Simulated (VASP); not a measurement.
# H10CO6 in VASP: further runs

Runs on H10CO6. Level: PBE+D3(BJ). Tasks: single point.

All numbers are computed with VASP 6.6.1; they aren't measurements. Logs are shortened: lines on timing, memory, paths and dates and some standing lists are left out, and cuts for length are marked.

## (1) The cell of the first run

The cell holds a disordered packing, 17 atoms: a = 6.196 Å, b = 6.196 Å, c = 6.196 Å, α = 90.00°, β = 90.00°, γ = 90.00°.

## (2) Single point, PBE+D3(BJ)

File INCAR:

```
SYSTEM = H10CO6
PREC = Accurate
ENCUT = 1000
EDIFF = 1E-6
ISMEAR = -1
SIGMA = 0.02
LREAL = Auto
LASPH = .TRUE.
NELM = 120
ALGO = Normal
ISIF = 2
LWAVE = .FALSE.
LCHARG = .FALSE.
GGA = PE
IVDW = 12
NBANDS = 39
GGA_COMPAT = .FALSE.
```

File KPOINTS:

```
Automatic mesh
0
G
  1 1 1
  0 0 0
```

File POSCAR:

```
H10CO6
1.0
    6.1962860000      0.0000000000      0.0000000000
    0.0000000000      6.1962860000      0.0000000000
    0.0000000000      0.0000000000      6.1962860000
O H C
6 10 1
Direct
    0.3757734875      0.2257965497      0.1751048935
    0.3815350034      1.0541960135      0.5609327910
    1.0576819727      0.2457923989      0.8739751522
    0.7191243271      0.9778761019      0.8108728358
    0.8342739506      0.4486235787      0.3540669362
    0.9881080376      0.7321643965      0.5154377961
    0.2502144026      0.2356572954      0.0775464528
    0.4939249092      0.1378567742      0.1111795033
    0.3766126999      1.1503826647      0.4264005890
    0.2887697566      0.9371904396      0.5325125406
    1.1491884009      0.1681652525      0.7740766001
    0.9264420655      0.1464102851      0.8693594841
    0.7667334916      0.8498155185      0.7406856301
    0.5978097202      1.0205791017      0.7147023233
    0.7240627692      0.5560427650      0.3247751960
    1.1210102310      0.4317747761      0.5050121960
    0.9948217368      0.5475860862      0.4634873213
```

Potentials or basis: VASP PAW PBE potentials, release 64 (O_h, H_h, C_h).

Launch:

```sh
> cat potpaw_PBE.64/O_h/POTCAR potpaw_PBE.64/H_h/POTCAR potpaw_PBE.64/C_h/POTCAR > POTCAR
> mpirun -np 1 vasp_gam > vasp.out
```

OUTCAR:

```text
SYSTEM = H10CO6
   PREC = Accurate
   ENCUT = 1000
   EDIFF = 1E-6
   ISMEAR = -1
   LREAL = Auto
   LASPH = .TRUE.
   NELM = 120
   ISIF = 2
   GGA = PE
   IVDW = 12
 IVDW          = 12

 ion  position               nearest neighbor table
   1  0.376  0.226  0.175-   7 0.99   8 0.99
   2  0.382  0.054  0.561-  10 0.94   9 1.03
   3  0.058  0.246  0.874-  11 0.97  12 1.02
   4  0.719  0.978  0.811-  13 0.95  14 1.00
   5  0.834  0.449  0.354-  15 0.97  17 1.35
   6  0.988  0.732  0.515-  17 1.19
   7  0.250  0.236  0.078-   1 0.99
   8  0.494  0.138  0.111-   1 0.99
   9  0.377  0.150  0.426-   2 1.03
  10  0.289  0.937  0.533-   2 0.94
  11  0.149  0.168  0.774-   3 0.97
  12  0.926  0.146  0.869-   3 1.02
  13  0.767  0.850  0.741-   4 0.95
  14  0.598  0.021  0.715-   4 1.00
  15  0.724  0.556  0.325-   5 0.97
  16  0.121  0.432  0.505-  17 1.09
  17  0.995  0.548  0.463-  16 1.09   6 1.19   5 1.35

  LATTYP: Found a simple cubic cell.
 ALAT       =     6.1962860000

  Lattice vectors:

 A1 = (   6.1962860000,   0.0000000000,   0.0000000000)
 A2 = (   0.0000000000,   6.1962860000,   0.0000000000)
 A3 = (   0.0000000000,   0.0000000000,   6.1962860000)

Analysis of symmetry for initial positions (statically):
=====================================================================
 Subroutine PRICEL returns:
 Original cell was already a primitive cell.

 Routine SETGRP: Setting up the symmetry group for a
 simple cubic supercell.

 Subroutine GETGRP returns: Found  1 space group operations
 (whereof  1 operations were pure point group operations)
 out of a pool of 48 trial point group operations.

The static configuration has the point symmetry C_1 .

Analysis of symmetry for dynamics (positions and initial velocities):
=====================================================================
 Subroutine PRICEL returns:
 Original cell was already a primitive cell.

 Routine SETGRP: Setting up the symmetry group for a
 simple cubic supercell.

 Subroutine GETGRP returns: Found  1 space group operations
 (whereof  1 operations were pure point group operations)
 out of a pool of 48 trial point group operations.

The dynamic configuration has the point symmetry C_1 .

 Subroutine INISYM returns: Found  1 space group operations
 (whereof  1 operations are pure point group operations),
 and found     1 'primitive' translations

----------------------------------------------------------------------------------------

                                     Primitive cell

  volume of cell :     237.9000

  direct lattice vectors                    reciprocal lattice vectors
     6.196286000  0.000000000  0.000000000     0.161386999  0.000000000  0.000000000
     0.000000000  6.196286000  0.000000000     0.000000000  0.161386999  0.000000000
     0.000000000  0.000000000  6.196286000     0.000000000  0.000000000  0.161386999

  length of vectors
     6.196286000  6.196286000  6.196286000     0.161386999  0.161386999  0.161386999

  position of ions in fractional coordinates (direct lattice)
     0.375773487  0.225796550  0.175104893
     0.381535003  0.054196013  0.560932791
     0.057681973  0.245792399  0.873975152
     0.719124327  0.977876102  0.810872836
     0.834273951  0.448623579  0.354066936
     0.988108038  0.732164396  0.515437796
     0.250214403  0.235657295  0.077546453
     0.493924909  0.137856774  0.111179503
     0.376612700  0.150382665  0.426400589
     0.288769757  0.937190440  0.532512541
     0.149188401  0.168165253  0.774076600
     0.926442065  0.146410285  0.869359484
     0.766733492  0.849815519  0.740685630
     0.597809720  0.020579102  0.714702323
     0.724062769  0.556042765  0.324775196
     0.121010231  0.431774776  0.505012196
     0.994821737  0.547586086  0.463487321

  ion indices of the primitive-cell ions
   primitive index   ion index
                 1           1
                 2           2
                 3           3
                 4           4
                 5           5
                 6           6
                 7           7
                 8           8
                 9           9
                10          10
                11          11
                12          12
                13          13
                14          14
                15          15
                16          16
                17          17

----------------------------------------------------------------------------------------

 KPOINTS: Automatic mesh

Automatic generation of k-mesh.
 Grid dimensions read from file:
 generate k-points for:    1    1    1

 Generating k-lattice:

  Cartesian coordinates                     Fractional coordinates (reciprocal lattice)
     0.161386999  0.000000000  0.000000000     1.000000000  0.000000000  0.000000000
     0.000000000  0.161386999  0.000000000     0.000000000  1.000000000  0.000000000
     0.000000000  0.000000000  0.161386999     0.000000000  0.000000000  1.000000000

  Length of vectors
     0.161386999  0.161386999  0.161386999

  Shift w.r.t. Gamma in fractional coordinates (k-lattice)
     0.000000000  0.000000000  0.000000000

 Subroutine IBZKPT returns following result:
 ===========================================

 Found      1 irreducible k-points:

 Following reciprocal coordinates:
            Coordinates               Weight
  0.000000  0.000000  0.000000      1.000000
   k-points           NKPTS =      1   k-points in BZ     NKDIM =      1   number of bands    NBANDS=     39
   number of dos      NEDOS =    301   number of ions     NIONS =     17
   total plane-waves  NPLWV = 262144
   dimension x,y,z NGX =    64 NGY =   64 NGZ =   64
   dimension x,y,z NGXF=   128 NGYF=  128 NGZF=  128
   ions per type =               6  10   1
   NGX,Y,Z   is equivalent  to a cutoff of  17.17, 17.17, 17.17 a.u.
   NGXF,Y,Z  is equivalent  to a cutoff of  34.34, 34.34, 34.34 a.u.
 SYSTEM =  H10CO6
   PREC   = accura    normal or accurate (medium, high low for compatibility)
   ISTART =      0    job   : 0-new  1-cont  2-samecut
   ICHARG =      2    charge: 1-file 2-atom 10-const
   ISPIN  =      1    spin polarized calculation?
   LNONCOLLINEAR =      F non collinear calculations
   LSORBIT =      F    spin-orbit coupling
   LASPH  =      T    aspherical Exc in radial PAW
   ENCUT  = 1000.0 eV  73.50 Ry    8.57 a.u.  15.98 15.98 15.98*2*pi/ulx,y,z
   NELM   =    120;   NELMIN=  2; NELMDL= -5     # of ELM steps
   EDIFF  = 0.1E-05   stopping-criterion for ELM
   LREAL  =      T    real-space projection
   EDIFFG = 0.1E-04   stopping-criterion for IOM
   NSW    =      0    number of steps for IOM
   IBRION =     -1    ionic relax: 0-MD 1-quasi-New 2-CG
   NFREE  =      0    steps in history (QN), initial steepest desc. (CG)
   ISIF   =      2    stress and relaxation
   ISYM   =      2    0-nonsym 1-usesym 2-fastsym
   POTIM  = 0.5000    time-step for ionic-motion
   TEBEG  =    0.0;   TEEND  =   0.0 temperature during run
   PSTRESS=    0.0 pullay stress
   NELECT =      50.0000    total number of electrons
   NUPDOWN=      -1.0000    fix difference up-down
   EMIN   =  10.00;   EMAX   =-10.00  energy-range for DOS
   EFERMI =   0.00;   METHOD = LEGACY
   ISMEAR =    -1;   SIGMA  =   0.02  broadening in eV -4-tet -1-fermi 0-gaus
   EFERMI_NEDOS =   21; number of points for ismear=-14 and -15
   IALGO  =     38    algorithm
   IMIX   =      4    mixing-type and parameters
     AMIX     =   0.40;   BMIX     =  1.00
     AMIX_MAG =   1.60;   BMIX_MAG =  1.00
  volume/ion in A,a.u.               =      13.99        94.44
  Fermi-wavevector in a.u.,A,eV,Ry     =   0.973345  1.839355 12.890161  0.947400
  Thomas-Fermi vector in A             =   2.103717
   LORBIT       =      0    0 simple, 1 ext, 2 COOP (PROOUT), +10 PAW based schemes
   GGA     = PE    functional components
   LHFCALC =     F    Hartree Fock is set to
   AEXX    =    0.0000 exact exchange contribution
   IVDW    =    12    specifies the selected vdW correction
   LEPSILON=     F    determine dielectric tensor
   LRPA    =     F    only Hartree local field effects (RPA)
 non-spin polarized calculation
  energy-cutoff  :     1000.00
  volume of cell :      237.90
 maximum number of plane-waves:      8536
 NGX is ok and might be reduce to    64
   NGX = 31   NGY = 31   NGZ = 31

 number of electron      49.9999999 magnetization

 Free energy of the ion-electron system (eV)
  ---------------------------------------------------
  ext. energy  EPLUGINS =         0.00000000
  ---------------------------------------------------
  free energy    TOTEN  =       -88.86297111 eV

  energy without entropy =      -88.86297111  energy(sigma->0) =      -88.86297111

 E-fermi :  -3.5282     XC(G=0):  -5.8161

 val. band max:       -4.0813161561   @ k =   0.0000   0.0000   0.0000
 cond. band min:       0.9898781394   @ k =   0.0000   0.0000   0.0000
 fundamental gap:      5.0711942955
 Fermi energy:        -3.5282062696

 k-point     1 :       0.0000    0.0000    0.0000
  band No.  band energies     occupation
      1     -25.5686      2.00000
      2     -23.3937      2.00000
      3     -22.7701      2.00000
      4     -22.2275      2.00000
      5     -22.0902      2.00000
      6     -21.7035      2.00000
      7     -13.8792      2.00000
      8     -10.6757      2.00000
      9     -10.3464      2.00000
     10     -10.2235      2.00000
     11     -10.1558      2.00000
     12      -9.4977      2.00000
     13      -9.4136      2.00000
     14      -8.6257      2.00000
     15      -7.5295      2.00000
     16      -7.3000      2.00000
     17      -6.9794      2.00000
     18      -6.6102      2.00000
     19      -5.6005      2.00000
     20      -5.5387      2.00000
     21      -4.7670      2.00000
     22      -4.5886      2.00000
     23      -4.4403      2.00000
     24      -4.2431      2.00000
     25      -4.0813      2.00000
     26       0.9899      0.00000
     27       1.2500      0.00000
     28       3.8019      0.00000
     29       4.2089      0.00000
     30       4.4751      0.00000
     31       4.8529      0.00000
     32       5.2252      0.00000
     33       5.6539      0.00000
     34       6.1420      0.00000
     35       6.4533      0.00000
     36       7.1292      0.00000
     37       7.4470      0.00000
 [bands above 37 left out]

------------------------ aborting loop because EDIFF is reached ----------------------------------------

 Edisp (eV)   -0.47888

 E8    (eV) :    -0.1018

  FORCE on cell =-STRESS in cart. coord.  units (eV):
  Direction    XX          YY          ZZ          XY          YZ          ZX
  --------------------------------------------------------------------------------------
  -------------------------------------------------------------------------------------
  Total      -0.43446     3.62127     0.61412    -0.31307     1.30499     0.29788
  in kB      -2.92593    24.38803     4.13586    -2.10841     8.78867     2.00615
  external pressure =        8.53 kB  Pullay stress =        0.00 kB

 VOLUME and BASIS-vectors are now :
 -----------------------------------------------------------------------------
  energy-cutoff  :     1000.00
  volume of cell :      237.90
      direct lattice vectors                 reciprocal lattice vectors
     6.196286000  0.000000000  0.000000000     0.161386999  0.000000000  0.000000000
     0.000000000  6.196286000  0.000000000     0.000000000  0.161386999  0.000000000
     0.000000000  0.000000000  6.196286000     0.000000000  0.000000000  0.161386999

 POSITION                                       TOTAL-FORCE (eV/Angst)
 -----------------------------------------------------------------------------------
      2.32840      1.39910      1.08500         1.300940     -0.090969      0.419688
      2.36410      0.33581      3.47570         0.716990      1.882551      0.023135
      0.35741      1.52300      5.41540        -0.831208     -0.541221      0.271732
      4.45590      6.05920      5.02440        -0.606872      0.708009      0.650898
      5.16940      2.77980      2.19390         0.601923     -0.435512      0.115798
      6.12260      4.53670      3.19380         0.397173      2.279739      0.686468
      1.55040      1.46020      0.48050        -0.233471     -0.252195     -0.502058
      3.06050      0.85420      0.68890        -0.987340      0.578594      0.019851
      2.33360      0.93181      2.64210        -0.043629     -0.868632      0.315899
      1.78930      5.80710      3.29960        -1.094673     -1.278691     -0.392748
      0.92441      1.04200      4.79640         0.657164     -0.036813     -0.506533
      5.74050      0.90720      5.38680         0.421429      0.654503      0.097290
      4.75090      5.26570      4.58950         0.726997     -0.855087     -0.347981
      3.70420      0.12751      4.42850        -0.093681      0.186891      0.024406
      4.48650      3.44540      2.01240        -0.359432      0.272356     -0.156211
      0.74981      2.67540      3.12920         0.351708     -0.196028     -0.068293
      6.16420      3.39300      2.87190        -0.924020     -2.007496     -0.651341
 -----------------------------------------------------------------------------------
    total drift:                               -0.000049      0.002616      0.001494

  FREE ENERGIE OF THE ION-ELECTRON SYSTEM (eV)
  ---------------------------------------------------
  free  energy   TOTEN  =       -89.3418501506 eV

  energy  without entropy=      -89.3418501506  energy(sigma->0) =      -89.34185015
```

It took 29 s on 1 thread of AMD EPYC 7R13 (Zen 3), shared host; peak memory 0.49 GiB.

What came out:

```
Free energy                : -89.3419 eV
Pressure                   : 0.9 GPa
Largest force              : 2.414 eV/Å
Dispersion energy per atom : -0.028 eV
```

Forces on the atoms (eV/Å):
```
O    1.301 -0.091  0.420
O    0.717  1.883  0.023
O   -0.831 -0.541  0.272
O   -0.607  0.708  0.651
O    0.602 -0.436  0.116
O    0.397  2.280  0.686
H   -0.233 -0.252 -0.502
H   -0.987  0.579  0.020
H   -0.044 -0.869  0.316
H   -1.095 -1.279 -0.393
H    0.657 -0.037 -0.507
H    0.421  0.655  0.097
H    0.727 -0.855 -0.348
H   -0.094  0.187  0.024
H   -0.359  0.272 -0.156
H    0.352 -0.196 -0.068
C   -0.924 -2.007 -0.651
```

Caveat: the k points lie up to 1.01 Å⁻¹ apart, too coarse for converged energies, forces and pressures.

## (3) Single point, PBE+D3(BJ)

File INCAR:

```
SYSTEM = H10CO6
ALGO = Normal
EDIFF = 1E-6
ENCUT = 1000
GGA = PE
GGA_COMPAT = .FALSE.
ISIF = 2
ISMEAR = -1
IVDW = 12
LASPH = .TRUE.
LCHARG = .FALSE.
LREAL = Auto
LWAVE = .FALSE.
NBANDS = 39
NELM = 120
PREC = Accurate
SIGMA = 0.02
```

File KPOINTS:

```
k-points
0
G
  1 1 1
  0 0 0
```

File POSCAR:

```
H10CO6
1.0
    6.1962860000      0.0000000000      0.0000000000
    0.0000000000      6.1962860000      0.0000000000
    0.0000000000      0.0000000000      6.1962860000
O H C
6 10 1
Direct
    0.3627979729      0.2758749354      0.1835292948
    0.3612486577      1.0000506755      0.5495227302
    1.0937519669      0.2320099492      0.8406003209
    0.7291948758      0.9388365869      0.8081776729
    0.8100820395      0.4895997376      0.3422695466
    1.0137362930      0.7304375557      0.5264443894
    0.2517637178      0.2718079830      0.0706390893
    0.5070940883      0.2543459098      0.1211854972
    0.3601350874      1.1112301789      0.4266426695
    0.2490040001      0.8946488267      0.5063032920
    1.1851615629      0.1591598580      0.7390878988
    0.9682574368      0.1307557463      0.8589500226
    0.8194747628      0.8660187732      0.7043412780
    0.6032807395      0.9656268287      0.7166712447
    0.7027274080      0.5707935366      0.4268201952
    1.1355673382      0.5183104847      0.3189491253
    0.9966615485      0.5805897275      0.3975768710
```

Potentials or basis: VASP PAW PBE potentials, release 64 (O_h, H_h, C_h).

Launch:

```sh
> cat potpaw_PBE.64/O_h/POTCAR potpaw_PBE.64/H_h/POTCAR potpaw_PBE.64/C_h/POTCAR > POTCAR
> mpirun -np 1 vasp_gam > vasp.out
```

OUTCAR:

```text
SYSTEM = H10CO6
   EDIFF = 1E-6
   ENCUT = 1000
   GGA = PE
   ISIF = 2
   ISMEAR = -1
   IVDW = 12
   LASPH = .TRUE.
   LREAL = Auto
   NELM = 120
   PREC = Accurate
 IVDW          = 12

 ion  position               nearest neighbor table
   1  0.363  0.276  0.184-   7 0.98   8 0.98
   2  0.361  0.000  0.550-  10 0.99   9 1.03
   3  0.094  0.232  0.841-  11 0.96  12 1.01
   4  0.729  0.939  0.808-  13 0.96  14 0.98
[... 260 lines left out ...]
  -------------------------------------------------------------------------------------
  Total       0.56570    -0.52930    -0.10099    -1.66193     1.79056    -1.39642
  in kB       3.80980    -3.56467    -0.68010   -11.19254    12.05886    -9.40444
  external pressure =       -0.14 kB  Pullay stress =        0.00 kB

 VOLUME and BASIS-vectors are now :
 -----------------------------------------------------------------------------
  energy-cutoff  :     1000.00
  volume of cell :      237.90
      direct lattice vectors                 reciprocal lattice vectors
     6.196286000  0.000000000  0.000000000     0.161386999  0.000000000  0.000000000
     0.000000000  6.196286000  0.000000000     0.000000000  0.161386999  0.000000000
     0.000000000  0.000000000  6.196286000     0.000000000  0.000000000  0.161386999

 POSITION                                       TOTAL-FORCE (eV/Angst)
 -----------------------------------------------------------------------------------
      2.24800      1.70940      1.13720         0.969203      0.127737      1.077532
      2.23840      0.00031      3.40500        -0.216389      1.037406     -1.232246
      0.58091      1.43760      5.20860        -1.448913      0.092504      1.047449
      4.51830      5.81730      5.00770        -0.161451      0.294347      0.304224
      5.01950      3.03370      2.12080         0.199435      0.272469      0.288733
      0.08511      4.52600      3.26200        -0.208601     -0.265370     -0.309912
[... 9 lines left out ...]
      0.84001      3.21160      1.97630         0.962592     -0.877084     -0.820008
      6.17560      3.59750      2.46350        -0.700375      0.940470      0.795598
 -----------------------------------------------------------------------------------
    total drift:                                0.004533     -0.002650     -0.001314

  FREE ENERGIE OF THE ION-ELECTRON SYSTEM (eV)
  ---------------------------------------------------
  free  energy   TOTEN  =       -89.4289536690 eV

  energy  without entropy=      -89.4289536690  energy(sigma->0) =      -89.42895367
```

Wall time 37 s (1 thread of AMD EPYC 7R43 (Zen 3), shared host); peak memory 0.48 GiB.

What came out:

```
Free energy                : -89.4290 eV
Pressure                   : 0.0 GPa
Largest force              : 1.790 eV/Å
Dispersion energy per atom : -0.028 eV
```

Forces on the atoms (eV/Å):
```
O    0.969  0.128  1.078
O   -0.216  1.037 -1.232
O   -1.449  0.093  1.047
O   -0.161  0.294  0.304
O    0.199  0.272  0.289
O   -0.209 -0.265 -0.310
H   -0.068 -0.381 -0.915
H   -0.773  0.073 -0.093
H    0.093 -0.989  0.690
H    0.221  0.154  0.374
H    0.818 -0.657 -0.751
H    0.451  0.646 -0.218
H    0.699 -0.502 -0.195
H   -0.529  0.272  0.126
H   -0.307 -0.238 -0.169
H    0.963 -0.877 -0.820
C   -0.700  0.940  0.796
```

Caveat: the k points lie up to 1.01 Å⁻¹ apart, too coarse for converged energies, forces and pressures.
